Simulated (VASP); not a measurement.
# Gd (P6_3/mmc) in VASP: single point with PBE

Aim: the single point of Gd with PBE.

All numbers are computed with VASP 6.6.1; they aren't measurements. Logs are shortened: lines on timing, memory, paths and dates and some standing lists are left out, and cuts for length are marked.

## Step 1: The cell of the first run

Symmetry: P6_3/mmc, No. 194, hexagonal system. Conventional cell: a = 3.638 Å, b = 3.638 Å, c = 5.831 Å, α = 90.00°, β = 90.00°, γ = 120.00°. Within 4.7 Å of Gd (site symmetry -6m2) lie 12 Gd at 3.59 to 3.64 Å.

## Step 2: Single point, PBE, collinear spin, antiferromagnetic start (33.41 Å³/atom)

Input file INCAR:

```
SYSTEM = Gd
PREC = Accurate
ENCUT = 600
EDIFF = 1E-6
ISMEAR = 0
SIGMA = 0.05
LREAL = .FALSE.
LASPH = .TRUE.
NELM = 200
ALGO = Normal
ISIF = 2
LWAVE = .FALSE.
LCHARG = .TRUE.
ISPIN = 2
MAGMOM = 7.99 -7.99
LORBIT = 11
LMAXMIX = 6
GGA = PE
LELF = .TRUE.
LVHAR = .TRUE.
NBANDS = 29
GGA_COMPAT = .FALSE.
```

Input file KPOINTS:

```
regular mesh
0
G
  14 14 8
  0 0 0
```

Input file POSCAR:

```
Gd
1.0
    3.6377751650      0.0000000000      0.0000000000
   -1.8188875825      3.1504057062      0.0000000000
    0.0000000000      0.0000000000      5.8311184070
Gd
2
Direct
    0.3333333333      0.6666666667      0.7500000000
    0.6666666667      0.3333333333      0.2500000000
```

Potentials or basis: VASP PAW PBE potentials, release 64 (Gd).

Launch:

```
$ cat potpaw_PBE.64/Gd/POTCAR > POTCAR
$ mpirun -np 1 vasp_std > vasp.out
```

OUTCAR:

```text
SYSTEM = Gd
   PREC = Accurate
   ENCUT = 600
   EDIFF = 1E-6
   ISMEAR = 0
   LREAL = .FALSE.
   LASPH = .TRUE.
   NELM = 200
   ISIF = 2
   ISPIN = 2
   LORBIT = 11
   GGA = PE

 ion  position               nearest neighbor table
   1  0.333  0.667  0.750-
   2  0.667  0.333  0.250-

  LATTYP: Found a hexagonal cell.
 ALAT       =     3.6377751650
 C/A-ratio  =     1.6029353499

  Lattice vectors:

 A1 = (   3.6377751650,   0.0000000000,   0.0000000000)
 A2 = (  -1.8188875825,   3.1504057062,   0.0000000000)
 A3 = (   0.0000000000,   0.0000000000,   5.8311184070)

Analysis of symmetry for initial positions (statically):
=====================================================================
 Subroutine PRICEL returns:
 Original cell was already a primitive cell.

 Routine SETGRP: Setting up the symmetry group for a
 hexagonal supercell.

 Subroutine GETGRP returns: Found 24 space group operations
 (whereof 12 operations were pure point group operations)
 out of a pool of 24 trial point group operations.

The static configuration has the point symmetry D_3d.
 The point group associated with its full space group is D_6h.

Analysis of symmetry for dynamics (positions and initial velocities):
=====================================================================
 Subroutine PRICEL returns:
 Original cell was already a primitive cell.

 Routine SETGRP: Setting up the symmetry group for a
 hexagonal supercell.

 Subroutine GETGRP returns: Found 24 space group operations
 (whereof 12 operations were pure point group operations)
 out of a pool of 24 trial point group operations.

The dynamic configuration has the point symmetry D_3d.
 The point group associated with its full space group is D_6h.

Analysis of structural, dynamic, and magnetic symmetry:
=====================================================================
 Subroutine PRICEL returns:
 Original cell was already a primitive cell.

 Routine SETGRP: Setting up the symmetry group for a
 hexagonal supercell.

 Subroutine GETGRP returns: Found 24 space group operations
 (whereof 12 operations were pure point group operations)
 out of a pool of 24 trial point group operations.

The overall configuration has the point symmetry D_3d.
 The point group associated with its full space group is D_6h.

 Subroutine INISYM returns: Found 24 space group operations
 (whereof 12 operations are pure point group operations),
 and found     1 'primitive' translations

----------------------------------------------------------------------------------------

                                     Primitive cell

  volume of cell :      66.8273

  direct lattice vectors                    reciprocal lattice vectors
     3.637775165  0.000000000  0.000000000     0.274893295  0.158709718  0.000000000
    -1.818887582  3.150405706  0.000000000     0.000000000  0.317419435  0.000000000
     0.000000000  0.000000000  5.831118407     0.000000000  0.000000000  0.171493688

  length of vectors
     3.637775165  3.637775165  5.831118407     0.317419435  0.317419435  0.171493688

  position of ions in fractional coordinates (direct lattice)
     0.333333333  0.666666667  0.750000000
     0.666666667  0.333333333  0.250000000

  ion indices of the primitive-cell ions
   primitive index   ion index
                 1           1
                 2           2

----------------------------------------------------------------------------------------

 KPOINTS: regular mesh

Automatic generation of k-mesh.
 Grid dimensions read from file:
 generate k-points for:   14   14    8

 Generating k-lattice:

  Cartesian coordinates                     Fractional coordinates (reciprocal lattice)
     0.019635235  0.011336408  0.000000000     0.071428571 -0.000000000  0.000000000
     0.000000000  0.022672817  0.000000000     0.000000000  0.071428571  0.000000000
     0.000000000  0.000000000  0.021436711     0.000000000  0.000000000  0.125000000

  Length of vectors
     0.022672817  0.022672817  0.021436711

  Shift w.r.t. Gamma in fractional coordinates (k-lattice)
     0.000000000  0.000000000  0.000000000

 Subroutine IBZKPT returns following result:
 ===========================================

 Found    120 irreducible k-points:

 Following reciprocal coordinates:
            Coordinates               Weight
  0.000000  0.000000  0.000000      1.000000
  0.071429 -0.000000  0.000000      6.000000
  0.142857  0.000000  0.000000      6.000000
  0.214286  0.000000  0.000000      6.000000
  0.285714  0.000000  0.000000      6.000000
  0.357143  0.000000  0.000000      6.000000
[... 16 lines left out ...]
  0.285714  0.285714  0.000000      6.000000
  0.357143  0.285714  0.000000      6.000000
 [... further k-points ...]
   k-points           NKPTS =    120   k-points in BZ     NKDIM =    120   number of bands    NBANDS=     29
   number of dos      NEDOS =    301   number of ions     NIONS =      2
   total plane-waves  NPLWV =  43200
   dimension x,y,z NGX =    30 NGY =   30 NGZ =   48
   dimension x,y,z NGXF=    60 NGYF=   60 NGZF=   96
   ions per type =               2
   NGX,Y,Z   is equivalent  to a cutoff of  13.71, 13.71, 13.68 a.u.
   NGXF,Y,Z  is equivalent  to a cutoff of  27.42, 27.42, 27.37 a.u.
 SYSTEM =  Gd
   PREC   = accura    normal or accurate (medium, high low for compatibility)
   ISTART =      0    job   : 0-new  1-cont  2-samecut
   ICHARG =      2    charge: 1-file 2-atom 10-const
   ISPIN  =      2    spin polarized calculation?
   LNONCOLLINEAR =      F non collinear calculations
   LSORBIT =      F    spin-orbit coupling
   LASPH  =      T    aspherical Exc in radial PAW
   ENCUT  =  600.0 eV  44.10 Ry    6.64 a.u.   7.27  7.27 11.65*2*pi/ulx,y,z
   NELM   =    200;   NELMIN=  2; NELMDL= -5     # of ELM steps
   EDIFF  = 0.1E-05   stopping-criterion for ELM
   LREAL  =      F    real-space projection
   EDIFFG = 0.1E-04   stopping-criterion for IOM
   NSW    =      0    number of steps for IOM
   IBRION =     -1    ionic relax: 0-MD 1-quasi-New 2-CG
   NFREE  =      0    steps in history (QN), initial steepest desc. (CG)
   ISIF   =      2    stress and relaxation
   ISYM   =      2    0-nonsym 1-usesym 2-fastsym
   POTIM  = 0.5000    time-step for ionic-motion
   TEBEG  =    0.0;   TEEND  =   0.0 temperature during run
   PSTRESS=    0.0 pullay stress
   NELECT =      36.0000    total number of electrons
   NUPDOWN=      -1.0000    fix difference up-down
   EMIN   =  10.00;   EMAX   =-10.00  energy-range for DOS
   EFERMI =   0.00;   METHOD = LEGACY
   ISMEAR =     0;   SIGMA  =   0.05  broadening in eV -4-tet -1-fermi 0-gaus
   EFERMI_NEDOS =   21; number of points for ismear=-14 and -15
   IALGO  =     38    algorithm
   IMIX   =      4    mixing-type and parameters
     AMIX     =   0.40;   BMIX     =  1.00
     AMIX_MAG =   1.60;   BMIX_MAG =  1.00
  volume/ion in A,a.u.               =      33.41       225.49
  Fermi-wavevector in a.u.,A,eV,Ry     =   1.332061  2.517231 24.142011  1.774388
  Thomas-Fermi vector in A             =   2.461025
   LORBIT       =     11    0 simple, 1 ext, 2 COOP (PROOUT), +10 PAW based schemes
   GGA     = PE    functional components
   LHFCALC =     F    Hartree Fock is set to
   AEXX    =    0.0000 exact exchange contribution
   IVDW    =     0    specifies the selected vdW correction
   LEPSILON=     F    determine dielectric tensor
   LRPA    =     F    only Hartree local field effects (RPA)
 spin polarized calculation
 Gauss-broadening in eV      SIGMA  =   0.05
  energy-cutoff  :      600.00
  volume of cell :       66.83
 maximum number of plane-waves:      2255
 NGX is ok and might be reduce to    30
   NGX = 15   NGY = 15   NGZ = 23

 number of electron      35.9999995 magnetization       0.0000000

 number of electron      35.9999995 magnetization      -0.0000000

 Free energy of the ion-electron system (eV)
  ---------------------------------------------------
  ext. energy  EPLUGINS =         0.00000000
  ---------------------------------------------------
  free energy    TOTEN  =       -23.42965014 eV

  energy without entropy =      -23.42562042  energy(sigma->0) =      -23.42763528

 E-fermi :   2.8801     XC(G=0):  -9.9279

 val. band max:        2.8789069197   @ k =   0.1429   0.0714   0.5000
 cond. band min:       2.8857991534   @ k =   0.1429   0.0714   0.2500
 fundamental gap:      0.0068922337
 Fermi energy:         2.8801356236

 spin component 1

 k-point     1 :       0.0000    0.0000    0.0000
  band No.  band energies     occupation
      1     -42.2880      1.00000
      2     -39.0688      1.00000
      3     -19.7290      1.00000
      4     -19.4348      1.00000
      5     -19.4348      1.00000
      6     -17.3499      1.00000
[... 21 lines left out ...]
     28       5.0084      0.00000
     29       5.7869      0.00000
[... 705 lines left out ...]
 k-point    24 :       0.3571    0.2857    0.0000
  band No.  band energies     occupation
      1     -42.2466      1.00000
      2     -39.0179      1.00000
      3     -19.8143      1.00000
      4     -19.7405      1.00000
      5     -19.5942      1.00000
      6     -17.5121      1.00000
[... 21 lines left out ...]
     28       4.5747      0.00000
     29       5.5602      0.00000

 [... further k-points ...]

 spin component 2

 k-point     1 :       0.0000    0.0000    0.0000
  band No.  band energies     occupation
      1     -42.2880      1.00000
      2     -39.0688      1.00000
      3     -19.7290      1.00000
      4     -19.4348      1.00000
      5     -19.4348      1.00000
      6     -17.3499      1.00000
[... 21 lines left out ...]
     28       5.0084      0.00000
     29       5.7867      0.00000
[... 705 lines left out ...]
 k-point    24 :       0.3571    0.2857    0.0000
  band No.  band energies     occupation
      1     -42.2466      1.00000
      2     -39.0179      1.00000
      3     -19.8143      1.00000
      4     -19.7405      1.00000
      5     -19.5942      1.00000
      6     -17.5121      1.00000
[... 21 lines left out ...]
     28       4.5747      0.00000
     29       5.5602      0.00000

 [... further k-points ...]
[... 5 lines left out ...]
  --------------------------------------------------------------------------------------
  -------------------------------------------------------------------------------------
  Total       -0.2108784     -0.2108784     -0.2025332      0.0000000      0.0000000     -0.0000000
  in kB       -5.0557829     -5.0557829     -4.8557097      0.0000000      0.0000000     -0.0000000
  external PRESSURE =      -4.9890918 kB  Pullay stress =       0.0000000 kB

 VOLUME and BASIS-vectors are now :
 -----------------------------------------------------------------------------
  energy-cutoff  :      600.00
  volume of cell :       66.83
      direct lattice vectors                 reciprocal lattice vectors
     3.637775165  0.000000000  0.000000000     0.274893295  0.158709718  0.000000000
    -1.818887582  3.150405706  0.000000000     0.000000000  0.317419435  0.000000000
     0.000000000  0.000000000  5.831118407     0.000000000  0.000000000  0.171493688

 POSITION                                       TOTAL-FORCE (eV/Angst)
 -----------------------------------------------------------------------------------
     -0.00000      2.10027      4.37334         0.000000      0.000000      0.000000
      1.81889      1.05014      1.45778        -0.000000     -0.000000      0.000000
 -----------------------------------------------------------------------------------
    total drift:                               -0.000000      0.000000     -0.000000

  FREE ENERGIE OF THE ION-ELECTRON SYSTEM (eV)
  ---------------------------------------------------
  free  energy   TOTEN  =       -23.4296501402 eV

  energy  without entropy=      -23.4256204208  energy(sigma->0) =      -23.42763528

 total charge

# of ion       s       p       d       f       tot
--------------------------------------------------
    1        2.074   5.562   0.571   6.996  15.202
    2        2.074   5.562   0.571   6.996  15.202
--------------------------------------------------
tot          4.148  11.123   1.142  13.991  30.403

 magnetization (x)

# of ion       s       p       d       f       tot
--------------------------------------------------
    1        0.009  -0.070   0.201   6.802   6.942
    2       -0.009   0.070  -0.201  -6.802  -6.942
--------------------------------------------------
tot          0.000   0.000   0.000   0.000   0.000
```

It took 17 min on 1 thread of Intel Xeon 6975P-C (Granite Rapids), shared host; peak memory 0.57 GiB.

Results:

| Item | Value |
| --- | --- |
| Free energy | -23.4297 eV |
| Pressure | -0.5 GPa |
| Band gap on the k mesh | zero (filled and empty bands overlap) |
| Net moment | 0.00 μB per cell |
| Site moments | Gd +6.94, -6.94 μB |
| Valence electrons inside the program's atomic spheres | Gd 15.20 |

Caveat: the antiferromagnetic order is the one typed at the start, and another may lie lower; spin-orbit coupling is left out, which moves the levels of the heavy elements; semilocal functionals describe open f shells poorly, which spoils levels, moments and volumes. The state reached can hang on the start; a lower one may exist.
